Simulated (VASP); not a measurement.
# TiCo (Pm-3m) in VASP: notebook

TiCo is run at these levels: PBE; tasks: single point.

All numbers are computed with VASP 6.6.1; they aren't measurements. Logs are shortened: lines on timing, memory, paths and dates and some standing lists are left out, and cuts for length are marked.

### Step 1. The cell of the first run

Symmetry: Pm-3m, No. 221, cubic system. The conventional cell has a = 3.011 Å, b = 3.011 Å, c = 3.011 Å, α = 90.00°, β = 90.00°, γ = 90.00°. Ti (site symmetry m-3m) has 8 Co at 2.61 Å and 6 Ti at 3.01 Å within 3.4 Å. Within 3.4 Å of Co (site symmetry m-3m) lie 8 Ti at 2.61 Å and 6 Co at 3.01 Å.

### Step 2. Single point, PBE, collinear spin, ferromagnetic start

File INCAR:

```
SYSTEM = TiCo
ALGO = Normal
EDIFF = 1E-6
ENCUT = 520
GGA = PE
ISIF = 2
ISMEAR = -1
ISPIN = 2
LASPH = .True.
LCHARG = .False.
LMAXMIX = 4
LORBIT = 11
LREAL = .False.
LWAVE = .False.
MAGMOM = 0 2.5
NBANDS = 22
NELM = 150
PREC = Accurate
SIGMA = 0.1
```

File KPOINTS:

```
k-points
0
Gamma
  10 10 10
  0 0 0
```

File POSCAR:

```
TiCo
1.0
    3.0107907225      0.0000000000      0.0000000000
    0.0000000000      3.0107907225      0.0000000000
    0.0000000000      0.0000000000      3.0107907225
Ti Co
1 1
Direct
    0.0000000000      0.0000000000      0.0000000000
    0.5000000000      0.5000000000      0.5000000000
```

Potentials or basis: VASP PAW PBE potentials, release 64 (Ti_sv, Co).

Launch:

```console
$ cat potpaw_PBE.64/Ti_sv/POTCAR potpaw_PBE.64/Co/POTCAR > POTCAR
$ mpirun -np 1 vasp_std > vasp.out
```

OUTCAR:

```text
SYSTEM = TiCo
   EDIFF = 1E-6
   ENCUT = 520
   GGA = PE
   ISIF = 2
   ISMEAR = -1
   ISPIN = 2
   LASPH = .True.
   LORBIT = 11
   LREAL = .False.
   NELM = 150
   PREC = Accurate

 ion  position               nearest neighbor table
   1  0.000  0.000  0.000-   2 2.61   2 2.61   2 2.61   2 2.61   2 2.61   2 2.61   2 2.61   2 2.61

   2  0.500  0.500  0.500-   1 2.61   1 2.61   1 2.61   1 2.61   1 2.61   1 2.61   1 2.61   1 2.61

  LATTYP: Found a simple cubic cell.
 ALAT       =     3.0107907225

  Lattice vectors:

 A1 = (   3.0107907225,   0.0000000000,   0.0000000000)
 A2 = (   0.0000000000,   3.0107907225,   0.0000000000)
 A3 = (   0.0000000000,   0.0000000000,   3.0107907225)

Analysis of symmetry for initial positions (statically):
=====================================================================
 Subroutine PRICEL returns:
 Original cell was already a primitive cell.

 Routine SETGRP: Setting up the symmetry group for a
 simple cubic supercell.

 Subroutine GETGRP returns: Found 48 space group operations
 (whereof 48 operations were pure point group operations)
 out of a pool of 48 trial point group operations.

The static configuration has the point symmetry O_h .

Analysis of symmetry for dynamics (positions and initial velocities):
=====================================================================
 Subroutine PRICEL returns:
 Original cell was already a primitive cell.

 Routine SETGRP: Setting up the symmetry group for a
 simple cubic supercell.

 Subroutine GETGRP returns: Found 48 space group operations
 (whereof 48 operations were pure point group operations)
 out of a pool of 48 trial point group operations.

The dynamic configuration has the point symmetry O_h .

Analysis of structural, dynamic, and magnetic symmetry:
=====================================================================
 Subroutine PRICEL returns:
 Original cell was already a primitive cell.

 Routine SETGRP: Setting up the symmetry group for a
 simple cubic supercell.

 Subroutine GETGRP returns: Found 48 space group operations
 (whereof 48 operations were pure point group operations)
 out of a pool of 48 trial point group operations.

The overall configuration has the point symmetry O_h .

 Subroutine INISYM returns: Found 48 space group operations
 (whereof 48 operations are pure point group operations),
 and found     1 'primitive' translations

----------------------------------------------------------------------------------------

                                     Primitive cell

  volume of cell :      27.2924

  direct lattice vectors                    reciprocal lattice vectors
     3.010790722  0.000000000  0.000000000     0.332138661  0.000000000  0.000000000
     0.000000000  3.010790722  0.000000000     0.000000000  0.332138661  0.000000000
     0.000000000  0.000000000  3.010790722     0.000000000  0.000000000  0.332138661

  length of vectors
     3.010790722  3.010790722  3.010790722     0.332138661  0.332138661  0.332138661

  position of ions in fractional coordinates (direct lattice)
     0.000000000  0.000000000  0.000000000
     0.500000000  0.500000000  0.500000000

  ion indices of the primitive-cell ions
   primitive index   ion index
                 1           1
                 2           2

----------------------------------------------------------------------------------------

 KPOINTS: k-points

Automatic generation of k-mesh.
 Grid dimensions read from file:
 generate k-points for:   10   10   10

 Generating k-lattice:

  Cartesian coordinates                     Fractional coordinates (reciprocal lattice)
     0.033213866  0.000000000  0.000000000     0.100000000  0.000000000  0.000000000
     0.000000000  0.033213866  0.000000000     0.000000000  0.100000000  0.000000000
     0.000000000  0.000000000  0.033213866     0.000000000  0.000000000  0.100000000

  Length of vectors
     0.033213866  0.033213866  0.033213866

  Shift w.r.t. Gamma in fractional coordinates (k-lattice)
     0.000000000  0.000000000  0.000000000

 Subroutine IBZKPT returns following result:
 ===========================================

 Found     56 irreducible k-points:

 Following reciprocal coordinates:
            Coordinates               Weight
  0.000000  0.000000  0.000000      1.000000
  0.100000  0.000000  0.000000      6.000000
  0.200000  0.000000  0.000000      6.000000
  0.300000  0.000000  0.000000      6.000000
  0.400000  0.000000  0.000000      6.000000
  0.500000  0.000000  0.000000      3.000000
[... 16 lines left out ...]
  0.200000  0.100000  0.100000     24.000000
  0.300000  0.100000  0.100000     24.000000
 [... further k-points ...]
   k-points           NKPTS =     56   k-points in BZ     NKDIM =     56   number of bands    NBANDS=     22
   number of dos      NEDOS =    301   number of ions     NIONS =      2
   total plane-waves  NPLWV =  13824
   dimension x,y,z NGX =    24 NGY =   24 NGZ =   24
   dimension x,y,z NGXF=    48 NGYF=   48 NGZF=   48
   ions per type =               1   1
   NGX,Y,Z   is equivalent  to a cutoff of  13.25, 13.25, 13.25 a.u.
   NGXF,Y,Z  is equivalent  to a cutoff of  26.50, 26.50, 26.50 a.u.
 SYSTEM =  TiCo
   PREC   = accura    normal or accurate (medium, high low for compatibility)
   ISTART =      0    job   : 0-new  1-cont  2-samecut
   ICHARG =      2    charge: 1-file 2-atom 10-const
   ISPIN  =      2    spin polarized calculation?
   LNONCOLLINEAR =      F non collinear calculations
   LSORBIT =      F    spin-orbit coupling
   LASPH  =      T    aspherical Exc in radial PAW
   ENCUT  =  520.0 eV  38.22 Ry    6.18 a.u.   5.60  5.60  5.60*2*pi/ulx,y,z
   NELM   =    150;   NELMIN=  2; NELMDL= -5     # of ELM steps
   EDIFF  = 0.1E-05   stopping-criterion for ELM
   LREAL  =      F    real-space projection
   EDIFFG = 0.1E-04   stopping-criterion for IOM
   NSW    =      0    number of steps for IOM
   IBRION =     -1    ionic relax: 0-MD 1-quasi-New 2-CG
   NFREE  =      0    steps in history (QN), initial steepest desc. (CG)
   ISIF   =      2    stress and relaxation
   ISYM   =      2    0-nonsym 1-usesym 2-fastsym
   POTIM  = 0.5000    time-step for ionic-motion
   TEBEG  =    0.0;   TEEND  =   0.0 temperature during run
   PSTRESS=    0.0 pullay stress
   NELECT =      21.0000    total number of electrons
   NUPDOWN=      -1.0000    fix difference up-down
   EMIN   =  10.00;   EMAX   =-10.00  energy-range for DOS
   EFERMI =   0.00;   METHOD = LEGACY
   ISMEAR =    -1;   SIGMA  =   0.10  broadening in eV -4-tet -1-fermi 0-gaus
   EFERMI_NEDOS =   21; number of points for ismear=-14 and -15
   IALGO  =     38    algorithm
   IMIX   =      4    mixing-type and parameters
     AMIX     =   0.40;   BMIX     =  1.00
     AMIX_MAG =   1.60;   BMIX_MAG =  1.00
  volume/ion in A,a.u.               =      13.65        92.09
  Fermi-wavevector in a.u.,A,eV,Ry     =   1.500148  2.834868 30.619138  2.250443
  Thomas-Fermi vector in A             =   2.611686
   LORBIT       =     11    0 simple, 1 ext, 2 COOP (PROOUT), +10 PAW based schemes
   GGA     = PE    functional components
   LHFCALC =     F    Hartree Fock is set to
   AEXX    =    0.0000 exact exchange contribution
   IVDW    =     0    specifies the selected vdW correction
   LEPSILON=     F    determine dielectric tensor
   LRPA    =     F    only Hartree local field effects (RPA)
 spin polarized calculation
  energy-cutoff  :      520.00
  volume of cell :       27.29
 maximum number of plane-waves:       756
 NGX is ok and might be reduce to    24
   NGX = 11   NGY = 11   NGZ = 11

 number of electron      20.9999990 magnetization       0.8308804

 Free energy of the ion-electron system (eV)
  ---------------------------------------------------
  ext. energy  EPLUGINS =         0.00000000
  ---------------------------------------------------
  free energy    TOTEN  =       -15.69600499 eV

  energy without entropy =      -15.63566046  energy(sigma->0) =      -15.66583273

 E-fermi :   9.5848     XC(G=0): -12.4433

 val. band max:        9.5722742639   @ k =   0.3000   0.1000   0.0000
 cond. band min:       9.6000332315   @ k =   0.4000   0.1000   0.1000
 fundamental gap:      0.0277589675
 Fermi energy:         9.5848154114

 spin component 1

 k-point     1 :       0.0000    0.0000    0.0000
  band No.  band energies     occupation
      1     -47.5700      1.00000
      2     -23.6691      1.00000
      3     -23.6691      1.00000
      4     -23.6691      1.00000
      5       2.0363      1.00000
      6       5.5675      1.00000
[... 14 lines left out ...]
     21      28.4162      0.00000
     22      30.3632      0.00000
[... 552 lines left out ...]
  band No.  band energies     occupation
      1     -47.5464      1.00000
      2     -23.8423      1.00000
      3     -23.6793      1.00000
      4     -23.6778      1.00000
      5       3.9536      1.00000
      6       6.2276      1.00000
[... 14 lines left out ...]
     21      27.3007      0.00000
     22      27.3441      0.00000

 [... further k-points ...]

 spin component 2

 k-point     1 :       0.0000    0.0000    0.0000
  band No.  band energies     occupation
      1     -47.6049      1.00000
      2     -23.7052      1.00000
      3     -23.7052      1.00000
      4     -23.7052      1.00000
      5       2.0141      1.00000
      6       6.2332      1.00000
[... 14 lines left out ...]
     21      28.5672      0.00000
     22      30.2305      0.00000
[... 552 lines left out ...]
  band No.  band energies     occupation
      1     -47.5811      1.00000
      2     -23.8801      1.00000
      3     -23.7155      1.00000
      4     -23.7140      1.00000
      5       3.9484      1.00000
      6       6.8307      1.00000
[... 14 lines left out ...]
     21      27.2499      0.00000
     22      27.3887      0.00000

 [... further k-points ...]

------------------------ aborting loop because EDIFF is reached ----------------------------------------

  FORCE on cell =-STRESS in cart. coord.  units (eV):
  Direction    XX          YY          ZZ          XY          YZ          ZX
  --------------------------------------------------------------------------------------
  -------------------------------------------------------------------------------------
  Total       -0.7574434     -0.7574434     -0.7574434      0.0000000      0.0000000      0.0000000
  in kB      -44.4650779    -44.4650779    -44.4650779      0.0000000      0.0000000      0.0000000
  external PRESSURE =     -44.4650779 kB  Pullay stress =       0.0000000 kB

 VOLUME and BASIS-vectors are now :
 -----------------------------------------------------------------------------
  energy-cutoff  :      520.00
  volume of cell :       27.29
      direct lattice vectors                 reciprocal lattice vectors
     3.010790722  0.000000000  0.000000000     0.332138661  0.000000000  0.000000000
     0.000000000  3.010790722  0.000000000     0.000000000  0.332138661  0.000000000
     0.000000000  0.000000000  3.010790722     0.000000000  0.000000000  0.332138661

 POSITION                                       TOTAL-FORCE (eV/Angst)
 -----------------------------------------------------------------------------------
      0.00000      0.00000      0.00000         0.000000      0.000000      0.000000
      1.50540      1.50540      1.50540         0.000000      0.000000      0.000000
 -----------------------------------------------------------------------------------
    total drift:                                0.000000      0.000000     -0.000000

  FREE ENERGIE OF THE ION-ELECTRON SYSTEM (eV)
  ---------------------------------------------------
  free  energy   TOTEN  =       -15.6960049874 eV

  energy  without entropy=      -15.6356604627  energy(sigma->0) =      -15.66583273

 total charge

# of ion       s       p       d       tot
------------------------------------------
    1        2.242   6.171   1.838  10.251
    2        0.516   0.443   7.290   8.249
--------------------------------------------------
tot          2.757   6.615   9.128  18.500

 magnetization (x)

# of ion       s       p       d       tot
------------------------------------------
    1       -0.003  -0.013  -0.040  -0.056
    2        0.028  -0.007   0.926   0.946
--------------------------------------------------
tot          0.025  -0.020   0.886   0.890
```

Wall time 37 s (1 thread of AMD EPYC 9R45 (Zen 5), shared host); peak memory 0.15 GiB.

Results:

```yaml
Free_energy: -15.6960 eV
Pressure: -4.4 GPa
Net_moment: 0.83 μB per cell
Site_moments: Ti -0.06; Co +0.95 μB
Valence_electrons_inside_the_program's_atomic_spheres: Ti 10.25; Co 8.25
```

Caveat: the cell stands under tension.

### Step 3. Single point, PBE, collinear spin, ferromagnetic start

This run uses another cell than the first one, of 13.98 Å³/atom.

File INCAR:

```
SYSTEM = TiCo
  ALGO = Normal
  EDIFF = 1E-6
  ENCUT = 520
  GGA = PE
  ISIF = 2
  ISMEAR = -1
  ISPIN = 2
  LASPH = .True.
  LCHARG = .False.
  LMAXMIX = 4
  LORBIT = 11
  LREAL = .False.
  LWAVE = .False.
  MAGMOM = 0 2.5
  NBANDS = 22
  NELM = 150
  PREC = Accurate
  SIGMA = 0.1
```

KPOINTS is that of step 2.

File POSCAR:

```
TiCo
1.0
    3.0350723414      0.0000000000      0.0000000000
    0.0000000000      3.0350723414      0.0000000000
    0.0000000000      0.0000000000      3.0350723414
Ti Co
1 1
Direct
    0.0000000000      0.0000000000      0.0000000000
    0.5000000000      0.5000000000      0.5000000000
```

Potentials or basis: VASP PAW PBE potentials, release 64 (Ti_sv, Co).

Launch:

```console
$ cat potpaw_PBE.64/Ti_sv/POTCAR potpaw_PBE.64/Co/POTCAR > POTCAR
$ mpirun -np 1 vasp_std > vasp.out
```

Wall time 35 s (1 thread of AMD EPYC 9R45 (Zen 5), shared host); peak memory 0.16 GiB.

The run converged. Its results:

```yaml
Free_energy: -15.6705 eV
Pressure: -7.7 GPa
Net_moment: 0.85 μB per cell
Site_moments: Ti -0.07; Co +0.99 μB
Valence_electrons_inside_the_program's_atomic_spheres: Ti 10.22; Co 8.21
```

Levels at points of the mesh, in eV from the Fermi level:
Spin up:
| k point | band 7 | band 8 | band 9 | band 10 | band 11 | band 12 | band 13 | band 14 | band 15 | band 16 |
| --- | --- | --- | --- | --- | --- | --- | --- | --- | --- | --- |
| (0.00, 0.00, 0.00) | -3.92 | -1.78 | -1.78 | -1.78 | 0.47 | 0.47 | 2.54 | 2.54 | 2.54 | 8.61 |
| (0.50, 0.00, 0.00) | -2.94 | -1.89 | -1.89 | -1.46 | -0.66 | -0.56 | 0.69 | 0.69 | 2.15 | 3.69 |
| (0.50, 0.50, 0.00) | -2.56 | -2.56 | -1.49 | -0.78 | 0.61 | 0.61 | 1.07 | 2.32 | 2.32 | 2.98 |
| (0.50, 0.50, 0.50) | -2.66 | -1.90 | -1.90 | -1.90 | -1.47 | -1.47 | 3.05 | 3.05 | 6.56 | 7.96 |
Spin down:
```tsv
k point	band 6	band 7	band 8	band 9	band 10	band 11	band 12	band 13	band 14	band 15
(0.00, 0.00, 0.00)	-3.22	-3.22	-1.19	-1.19	-1.19	1.02	1.02	2.61	2.61	2.61
(0.50, 0.00, 0.00)	-3.68	-1.64	-1.27	-1.27	-0.78	-0.71	0.61	0.65	0.65	2.12
(0.50, 0.50, 0.00)	-3.46	-2.10	-2.10	0.09	0.34	0.55	0.55	1.21	2.49	2.49
(0.50, 0.50, 0.50)	-2.16	-2.16	-1.93	-1.93	-1.93	0.12	0.12	2.94	2.94	6.85
```

Caveat: the cell stands under tension.
